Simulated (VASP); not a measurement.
# RbBr (Fm-3m) in VASP: further runs, part 2 of 2

VASP 6.6.1.

## 3. Single point, PBE

File INCAR:

```
SYSTEM = RbBr
  ALGO = Normal
  EDIFF = 1E-6
  ENCUT = 520
  GGA = PE
  ISIF = 2
  ISMEAR = 0
  LASPH = .True.
  LCHARG = .False.
  LREAL = .False.
  LWAVE = .False.
  NBANDS = 15
  NELM = 80
  PREC = Accurate
  SIGMA = 0.01
```

File KPOINTS:

```
k-points
0
Gamma
  6 6 6
  0 0 0
```

File POSCAR:

```
RbBr
1.0
    0.0000000000      3.4608261569      3.4608261569
    3.4608261569      0.0000000000      3.4608261569
    3.4608261569      3.4608261569      0.0000000000
Rb Br
1 1
Direct
    0.0000000000      0.0000000000      0.0000000000
    0.5000000000      0.5000000000      0.5000000000
```

Potentials or basis: VASP PAW PBE potentials, release 64 (Rb_sv, Br).

The run is started by

```bash
> cat potpaw_PBE.64/Rb_sv/POTCAR potpaw_PBE.64/Br/POTCAR > POTCAR
> mpirun -np 1 vasp_std > vasp.out
```

OUTCAR:

```text
SYSTEM = RbBr
   EDIFF = 1E-6
   ENCUT = 520
   GGA = PE
   ISIF = 2
   ISMEAR = 0
   LASPH = .True.
   LREAL = .False.
   NELM = 80
   PREC = Accurate

 ion  position               nearest neighbor table
   1  0.000  0.000  0.000-   2 3.46   2 3.46   2 3.46   2 3.46   2 3.46   2 3.46
   2  0.500  0.500  0.500-   1 3.46   1 3.46   1 3.46   1 3.46   1 3.46   1 3.46

  LATTYP: Found a face centered cubic cell.
 ALAT       =     6.9216523138

  Lattice vectors:

 A1 = (   0.0000000000,   3.4608261569,   3.4608261569)
 A2 = (   3.4608261569,   0.0000000000,   3.4608261569)
 A3 = (   3.4608261569,   3.4608261569,   0.0000000000)

Analysis of symmetry for initial positions (statically):
=====================================================================
 Subroutine PRICEL returns:
 Original cell was already a primitive cell.

 Routine SETGRP: Setting up the symmetry group for a
 face centered cubic supercell.

 Subroutine GETGRP returns: Found 48 space group operations
 (whereof 48 operations were pure point group operations)
 out of a pool of 48 trial point group operations.

The static configuration has the point symmetry O_h .

Analysis of symmetry for dynamics (positions and initial velocities):
=====================================================================
 Subroutine PRICEL returns:
 Original cell was already a primitive cell.

 Routine SETGRP: Setting up the symmetry group for a
 face centered cubic supercell.

 Subroutine GETGRP returns: Found 48 space group operations
 (whereof 48 operations were pure point group operations)
 out of a pool of 48 trial point group operations.

The dynamic configuration has the point symmetry O_h .

 Subroutine INISYM returns: Found 48 space group operations
 (whereof 48 operations are pure point group operations),
 and found     1 'primitive' translations

----------------------------------------------------------------------------------------

                                     Primitive cell

  volume of cell :      82.9028

  direct lattice vectors                    reciprocal lattice vectors
     0.000000000  3.460826157  3.460826157    -0.144474174  0.144474174  0.144474174
     3.460826157  0.000000000  3.460826157     0.144474174 -0.144474174  0.144474174
     3.460826157  3.460826157  0.000000000     0.144474174  0.144474174 -0.144474174

  length of vectors
     4.894347288  4.894347288  4.894347288     0.250236610  0.250236610  0.250236610

  position of ions in fractional coordinates (direct lattice)
     0.000000000  0.000000000  0.000000000
     0.500000000  0.500000000  0.500000000

  ion indices of the primitive-cell ions
   primitive index   ion index
                 1           1
                 2           2

----------------------------------------------------------------------------------------

 KPOINTS: k-points

Automatic generation of k-mesh.
 Grid dimensions read from file:
 generate k-points for:    6    6    6

 Generating k-lattice:

[... 20 lines left out ...]
  0.333333  0.000000  0.000000      8.000000
  0.500000  0.000000  0.000000      4.000000
  0.166667  0.166667  0.000000      6.000000
  0.333333  0.166667  0.000000     24.000000
[... 8 lines left out ...]
 -0.333333  0.333333  0.166667     24.000000
 -0.333333  0.500000  0.166667     12.000000
   k-points           NKPTS =     16   k-points in BZ     NKDIM =     16   number of bands    NBANDS=     15
   number of dos      NEDOS =    301   number of ions     NIONS =      2
   total plane-waves  NPLWV =  46656
   dimension x,y,z NGX =    36 NGY =   36 NGZ =   36
   dimension x,y,z NGXF=    72 NGYF=   72 NGZF=   72
   ions per type =               1   1
   NGX,Y,Z   is equivalent  to a cutoff of  12.23, 12.23, 12.23 a.u.
   NGXF,Y,Z  is equivalent  to a cutoff of  24.46, 24.46, 24.46 a.u.
 SYSTEM =  RbBr
   PREC   = accura    normal or accurate (medium, high low for compatibility)
   ISTART =      0    job   : 0-new  1-cont  2-samecut
   ICHARG =      2    charge: 1-file 2-atom 10-const
   ISPIN  =      1    spin polarized calculation?
   LNONCOLLINEAR =      F non collinear calculations
   LSORBIT =      F    spin-orbit coupling
   LASPH  =      T    aspherical Exc in radial PAW
   ENCUT  =  520.0 eV  38.22 Ry    6.18 a.u.   9.10  9.10  9.10*2*pi/ulx,y,z
   NELM   =     80;   NELMIN=  2; NELMDL= -5     # of ELM steps
   EDIFF  = 0.1E-05   stopping-criterion for ELM
   LREAL  =      F    real-space projection
   EDIFFG = 0.1E-04   stopping-criterion for IOM
   NSW    =      0    number of steps for IOM
   IBRION =     -1    ionic relax: 0-MD 1-quasi-New 2-CG
   NFREE  =      0    steps in history (QN), initial steepest desc. (CG)
   ISIF   =      2    stress and relaxation
   ISYM   =      2    0-nonsym 1-usesym 2-fastsym
   POTIM  = 0.5000    time-step for ionic-motion
   TEBEG  =    0.0;   TEEND  =   0.0 temperature during run
   PSTRESS=    0.0 pullay stress
   NELECT =      16.0000    total number of electrons
   NUPDOWN=      -1.0000    fix difference up-down
   EMIN   =  10.00;   EMAX   =-10.00  energy-range for DOS
   EFERMI =   0.00;   METHOD = LEGACY
   ISMEAR =     0;   SIGMA  =   0.01  broadening in eV -4-tet -1-fermi 0-gaus
   EFERMI_NEDOS =   21; number of points for ismear=-14 and -15
   IALGO  =     38    algorithm
   IMIX   =      4    mixing-type and parameters
     AMIX     =   0.40;   BMIX     =  1.00
     AMIX_MAG =   1.60;   BMIX_MAG =  1.00
  volume/ion in A,a.u.               =      41.45       279.73
  Fermi-wavevector in a.u.,A,eV,Ry     =   0.946074  1.787820 12.177973  0.895056
  Thomas-Fermi vector in A             =   2.074037
   LORBIT       =      0    0 simple, 1 ext, 2 COOP (PROOUT), +10 PAW based schemes
   GGA     = PE    functional components
   LHFCALC =     F    Hartree Fock is set to
   AEXX    =    0.0000 exact exchange contribution
   IVDW    =     0    specifies the selected vdW correction
   LEPSILON=     F    determine dielectric tensor
   LRPA    =     F    only Hartree local field effects (RPA)
 non-spin polarized calculation
 Gauss-broadening in eV      SIGMA  =   0.01
  energy-cutoff  :      520.00
  volume of cell :       82.90
 maximum number of plane-waves:      2252
   NGX = 19   NGY = 19   NGZ = 19

 number of electron      15.9999997 magnetization

 Free energy of the ion-electron system (eV)
  ---------------------------------------------------
  ext. energy  EPLUGINS =         0.00000000
  ---------------------------------------------------
  free energy    TOTEN  =        -6.10928896 eV

  energy without entropy =       -6.10928896  energy(sigma->0) =       -6.10928896

 E-fermi :  -1.7036     XC(G=0):  -7.1177

 val. band max:       -1.8613563299   @ k =   0.0000   0.0000   0.0000
 cond. band min:       2.4269688872   @ k =   0.0000   0.0000   0.0000
 fundamental gap:      4.2883252171
 Fermi energy:        -1.7035564369

 k-point     1 :       0.0000    0.0000    0.0000
  band No.  band energies     occupation
      1     -26.3383      2.00000
      2     -14.0136      2.00000
      3     -10.4127      2.00000
      4     -10.4127      2.00000
      5     -10.4127      2.00000
      6      -1.8614      2.00000
      7      -1.8614      2.00000
      8      -1.8614      2.00000
      9       2.4270      0.00000
     10       5.4087      0.00000
     11       5.4087      0.00000
     12       5.4087      0.00000
     13       6.2767      0.00000
     14       6.2767      0.00000
[... 257 lines left out ...]
      2     -13.9821      2.00000
      3     -10.5501      2.00000
      4     -10.5012      2.00000
      5     -10.4174      2.00000
      6      -2.2707      2.00000
      7      -2.2520      2.00000
      8      -2.1195      2.00000
      9       4.4494      0.00000
     10       5.8805      0.00000
     11       6.0516      0.00000
     12       6.9632      0.00000
     13       8.0266      0.00000
     14       8.8829      0.00000
     15       9.3262      0.00000

------------------------ aborting loop because EDIFF is reached ----------------------------------------

  FORCE on cell =-STRESS in cart. coord.  units (eV):
  Direction    XX          YY          ZZ          XY          YZ          ZX
  --------------------------------------------------------------------------------------
  -------------------------------------------------------------------------------------
  Total        0.2917652      0.2917652      0.2917652     -0.0000000     -0.0000000     -0.0000000
  in kB        5.6386443      5.6386443      5.6386443     -0.0000000     -0.0000000     -0.0000000
  external PRESSURE =       5.6386443 kB  Pullay stress =       0.0000000 kB

 VOLUME and BASIS-vectors are now :
 -----------------------------------------------------------------------------
  energy-cutoff  :      520.00
  volume of cell :       82.90
      direct lattice vectors                 reciprocal lattice vectors
     0.000000000  3.460826157  3.460826157    -0.144474174  0.144474174  0.144474174
     3.460826157  0.000000000  3.460826157     0.144474174 -0.144474174  0.144474174
     3.460826157  3.460826157  0.000000000     0.144474174  0.144474174 -0.144474174

 POSITION                                       TOTAL-FORCE (eV/Angst)
 -----------------------------------------------------------------------------------
      0.00000      0.00000      0.00000        -0.000000     -0.000000     -0.000000
      3.46083      3.46083      3.46083         0.000000      0.000000      0.000000
 -----------------------------------------------------------------------------------
    total drift:                                0.000000      0.000000      0.000000

  FREE ENERGIE OF THE ION-ELECTRON SYSTEM (eV)
  ---------------------------------------------------
  free  energy   TOTEN  =        -6.1092889579 eV

  energy  without entropy=       -6.1092889579  energy(sigma->0) =       -6.10928896
```

OSZICAR:

```text
N       E                     dE             d eps       ncg     rms          rms(c)
DAV:   1     0.826768440079E+02    0.82677E+02   -0.65962E+03   480   0.902E+02
DAV:   2    -0.365242960655E+00   -0.83042E+02   -0.76539E+02   645   0.164E+02
DAV:   3    -0.614738405776E+01   -0.57821E+01   -0.57557E+01   641   0.447E+01
DAV:   4    -0.633404623522E+01   -0.18666E+00   -0.18664E+00   683   0.697E+00
DAV:   5    -0.633538156927E+01   -0.13353E-02   -0.13353E-02   663   0.592E-01    0.277E+00
DAV:   6    -0.611377285217E+01    0.22161E+00   -0.27102E-01   564   0.235E+00    0.182E+00
DAV:   7    -0.609623031544E+01    0.17543E-01   -0.12579E-01   627   0.171E+00    0.933E-01
DAV:   8    -0.610839726512E+01   -0.12167E-01   -0.15131E-02   510   0.700E-01    0.107E-01
DAV:   9    -0.610884667028E+01   -0.44941E-03   -0.67111E-04   649   0.132E-01    0.695E-02
DAV:  10    -0.610928111120E+01   -0.43444E-03   -0.56054E-04   494   0.131E-01    0.273E-02
DAV:  11    -0.610928275790E+01   -0.16467E-05   -0.31897E-05   613   0.298E-02    0.967E-03
DAV:  12    -0.610928869687E+01   -0.59390E-05   -0.10257E-05   508   0.184E-02    0.124E-03
DAV:  13    -0.610928895786E+01   -0.26099E-06   -0.29018E-07   520   0.326E-03
   1 F= -.61092890E+01 E0= -.61092890E+01  d E =-.563735-112
```

It took 34 s on 1 thread of Intel Xeon 8259CL, shared host; peak memory 0.21 GiB.

Results:

| Property | Result |
| --- | --- |
| Free energy | -6.1093 eV |
| Pressure | 0.6 GPa |
| Band gap on the k mesh | 4.29 eV |

## 4. Single point, HSE06

POSCAR is that of step 3.

File INCAR.step1:

```
PREC     = Accurate       # precision mode
ENCUT    = 520            # plane-wave cutoff, eV
EDIFF    = 1E-5           # SCF threshold, eV
ISMEAR   = 0              # smearing method
SIGMA    = 0.01           # smearing width, eV
LREAL    = F              # projectors in reciprocal space
LASPH    = T              # aspherical terms in the spheres
NELM     = 60             # most SCF steps
ALGO     = Normal         # electronic algorithm
ISIF     = 2              # what is computed and relaxed
LWAVE    = T              # write WAVECAR
GGA      = PE             # functional
NBANDS   = 15             # bands
```

File INCAR.step2:

```
PREC     = Accurate       # precision mode
ENCUT    = 520            # plane-wave cutoff, eV
EDIFF    = 1E-6           # SCF threshold, eV
ISMEAR   = 0              # smearing method
SIGMA    = 0.01           # smearing width, eV
LREAL    = F              # projectors in reciprocal space
LASPH    = T              # aspherical terms in the spheres
NELM     = 60             # most SCF steps
ALGO     = Normal         # electronic algorithm
ISIF     = 2              # what is computed and relaxed
LWAVE    = F              # write WAVECAR
LCHARG   = T              # write CHGCAR
GGA      = PE             # functional
LHFCALC  = T              # exact exchange
HFSCREEN = 0.2079         # screening, 1/A
PRECFOCK = Normal       
LELF     = T              # ELF
LVHAR    = T            
ISTART   = 1            
NBANDS   = 15             # bands
```

File KPOINTS:

```
regular mesh
0
Gamma
  4 4 4
```

The run is started by

```bash
> cat potpaw_PBE.64/Rb_sv/POTCAR potpaw_PBE.64/Br/POTCAR > POTCAR
> cp INCAR.step1 INCAR
> mpirun -np 1 vasp_std > vasp.out
> cp INCAR.step2 INCAR
> mpirun -np 1 vasp_std > vasp.out
```

It took 12 min on 1 thread of Intel Xeon 8259CL, shared host; peak memory 0.32 GiB.

The run converged. Its results:

| Quantity | Value |
| --- | --- |
| Free energy | -7.0724 eV |
| Pressure | 0.3 GPa |
| Band gap on the k mesh | 5.44 eV |

Levels at points of the mesh, in eV from the valence-band top:
| k point | band 5 | band 6 | band 7 | band 8 | band 9 | band 10 | band 11 | band 12 |
| --- | --- | --- | --- | --- | --- | --- | --- | --- |
| (0.00, 0.00, 0.00) | -9.07 | 0.00 | 0.00 | 0.00 | 5.44 | 8.53 | 8.53 | 8.53 |
| (0.50, 0.00, 0.00) | -9.01 | -0.97 | -0.34 | -0.34 | 7.88 | 8.86 | 10.81 | 10.81 |
| (0.50, 0.50, 0.00) | -9.13 | -0.49 | -0.17 | -0.17 | 6.78 | 8.30 | 10.27 | 10.58 |

Caveat: the PAW data sets were made with another functional, which shifts forces and pressure a little.

## 5. Single point, PBE0

POSCAR is that of step 4.

File INCAR.step1:

```
PREC = Accurate
ENCUT = 520
EDIFF = 1E-5
ISMEAR = 0
SIGMA = 0.01
LREAL = False
LASPH = True
NELM = 80
ALGO = Normal
ISIF = 2
LWAVE = True
LCHARG = False
NBANDS = 15
GGA = PE
```

File INCAR.step2:

```
PREC = Accurate
ENCUT = 520
EDIFF = 1E-7
ISMEAR = 0
SIGMA = 0.01
LREAL = False
LASPH = True
NELM = 80
ALGO = Normal
ISIF = 2
LWAVE = False
LCHARG = False
GGA = PE
LHFCALC = True
AEXX = 0.25
PRECFOCK = Normal
NBANDS = 15
ISTART = 1
```

File KPOINTS:

```
Automatic mesh
0
Gamma
  4 4 4
```

Potentials or basis: VASP PAW PBE potentials, release 64 (Rb_sv, Br).

The run is started by

```bash
> cat potpaw_PBE.64/Rb_sv/POTCAR potpaw_PBE.64/Br/POTCAR > POTCAR
> cp INCAR.step1 INCAR
> mpirun -np 1 vasp_std > vasp.out
> cp INCAR.step2 INCAR
> mpirun -np 1 vasp_std > vasp.out
```

OUTCAR:

```text
PREC = Accurate
   ENCUT = 520
   EDIFF = 1E-7
   ISMEAR = 0
   LREAL = False
   LASPH = True
   NELM = 80
   ISIF = 2
   GGA = PE
   LHFCALC = True
   AEXX = 0.25
   PRECFOCK = Normal
   ISTART = 1

 ion  position               nearest neighbor table
   1  0.000  0.000  0.000-   2 3.46   2 3.46   2 3.46   2 3.46   2 3.46   2 3.46
   2  0.500  0.500  0.500-   1 3.46   1 3.46   1 3.46   1 3.46   1 3.46   1 3.46

  LATTYP: Found a face centered cubic cell.
 ALAT       =     6.9216523138

  Lattice vectors:

 A1 = (   0.0000000000,   3.4608261569,   3.4608261569)
 A2 = (   3.4608261569,   0.0000000000,   3.4608261569)
 A3 = (   3.4608261569,   3.4608261569,   0.0000000000)

Analysis of symmetry for initial positions (statically):
=====================================================================
 Subroutine PRICEL returns:
 Original cell was already a primitive cell.

 Routine SETGRP: Setting up the symmetry group for a
 face centered cubic supercell.

 Subroutine GETGRP returns: Found 48 space group operations
 (whereof 48 operations were pure point group operations)
 out of a pool of 48 trial point group operations.

[... 167 lines left out ...]
      6      -3.1284      2.00000
      7      -3.1284      2.00000
      8      -3.1284      2.00000
      9       3.0464      0.00000
     10       6.1662      0.00000
     11       6.1662      0.00000
     12       6.1662      0.00000
     13       7.1225      0.00000
     14       7.1225      0.00000
[... 113 lines left out ...]
      2     -16.2999      2.00000
      3     -12.3307      2.00000
      4     -12.3307      2.00000
      5     -12.1885      2.00000
      6      -3.6204      2.00000
      7      -3.4959      2.00000
      8      -3.4959      2.00000
      9       5.8714      0.00000
     10       5.8714      0.00000
     11       7.1010      0.00000
     12       7.5183      0.00000
     13       9.8937      0.00000
     14       9.9478      0.00000
     15       9.9802      0.00000

------------------------ aborting loop because EDIFF is reached ----------------------------------------

  FORCE on cell =-STRESS in cart. coord.  units (eV):
  Direction    XX          YY          ZZ          XY          YZ          ZX
  --------------------------------------------------------------------------------------
  -------------------------------------------------------------------------------------
  Total        0.1374445      0.1374445      0.1374445      0.0000000      0.0000000     -0.0000000
  in kB        2.6562470      2.6562470      2.6562470      0.0000000      0.0000000     -0.0000000
  external PRESSURE =       2.6562470 kB  Pullay stress =       0.0000000 kB

 VOLUME and BASIS-vectors are now :
 -----------------------------------------------------------------------------
  energy-cutoff  :      520.00
  volume of cell :       82.90
      direct lattice vectors                 reciprocal lattice vectors
     0.000000000  3.460826157  3.460826157    -0.144474174  0.144474174  0.144474174
     3.460826157  0.000000000  3.460826157     0.144474174 -0.144474174  0.144474174
     3.460826157  3.460826157  0.000000000     0.144474174  0.144474174 -0.144474174

 POSITION                                       TOTAL-FORCE (eV/Angst)
 -----------------------------------------------------------------------------------
      0.00000      0.00000      0.00000         0.000000     -0.000000     -0.000000
      3.46083      3.46083      3.46083        -0.000000      0.000000      0.000000
 -----------------------------------------------------------------------------------
    total drift:                               -0.000000     -0.000000      0.000000

  FREE ENERGIE OF THE ION-ELECTRON SYSTEM (eV)
  ---------------------------------------------------
  free  energy   TOTEN  =        -7.5910286550 eV

  energy  without entropy=       -7.5910286550  energy(sigma->0) =       -7.59102865
```

OSZICAR.step1:

```text
N       E                     dE             d eps       ncg     rms          rms(c)
DAV:   1     0.903271307580E+02    0.90327E+02   -0.64365E+03   240   0.885E+02
DAV:   2     0.447862144591E+00   -0.89879E+02   -0.82285E+02   332   0.169E+02
DAV:   3    -0.609146885892E+01   -0.65393E+01   -0.65124E+01   296   0.482E+01
DAV:   4    -0.633372660178E+01   -0.24226E+00   -0.24222E+00   387   0.821E+00
DAV:   5    -0.633528117698E+01   -0.15546E-02   -0.15546E-02   296   0.737E-01    0.277E+00
DAV:   6    -0.611358342815E+01    0.22170E+00   -0.27353E-01   317   0.236E+00    0.182E+00
DAV:   7    -0.609616899341E+01    0.17414E-01   -0.12750E-01   317   0.171E+00    0.937E-01
DAV:   8    -0.610825541692E+01   -0.12086E-01   -0.14172E-02   262   0.696E-01    0.113E-01
DAV:   9    -0.610863009043E+01   -0.37467E-03   -0.65915E-04   331   0.130E-01    0.715E-02
DAV:  10    -0.610908047493E+01   -0.45038E-03   -0.62331E-04   254   0.133E-01    0.311E-02
DAV:  11    -0.610907875045E+01    0.17245E-05   -0.38323E-05   303   0.302E-02
   1 F= -.61090788E+01 E0= -.61090788E+01  d E =-.227329E-45
```

It took 19 min on 1 thread of Intel Xeon 8259CL, shared host; peak memory 0.22 GiB.

What came out:

```
Free energy            : -7.5910 eV
Pressure               : 0.3 GPa
Band gap on the k mesh : 6.17 eV
```

Caveat: the PAW data sets were made with another functional, which shifts forces and pressure a little.

## 6. Overview

```tsv
level	k mesh	grid for exact exchange (PRECFOCK)	share of exact exchange	screening parameter	gap on the mesh (eV)	pressure (GPa)
r2SCAN	4 × 4 × 4	-	-	-	4.89	0.0
PBE	6 × 6 × 6	-	-	-	4.29	0.6
HSE06	4 × 4 × 4	Normal	0.25	0.2079 1/Å	5.44	0.3
PBE0	4 × 4 × 4	Normal	0.25	-	6.17	0.3
```

Alike in all rows: task single point; potentials or basis VASP PAW PBE potentials, release 64 (Rb_sv, Br); no spin polarisation; cell as given; cutoff (eV) 520; smearing gaussian 0.01 eV.

On the cell as given the gap runs from 4.29 eV (PBE) to 6.17 eV (PBE0); the meshes differ, which moves gaps too. The pressure there spans 0.0 GPa (r2SCAN) to 0.6 GPa (PBE); a positive pressure means that this level wants a larger cell, a negative one a smaller.

Caveats: the PAW data sets were made with another functional, which shifts forces and pressure a little (at least some runs).

Total energies depend on the potentials used, so only differences within one code and one set of settings carry meaning.
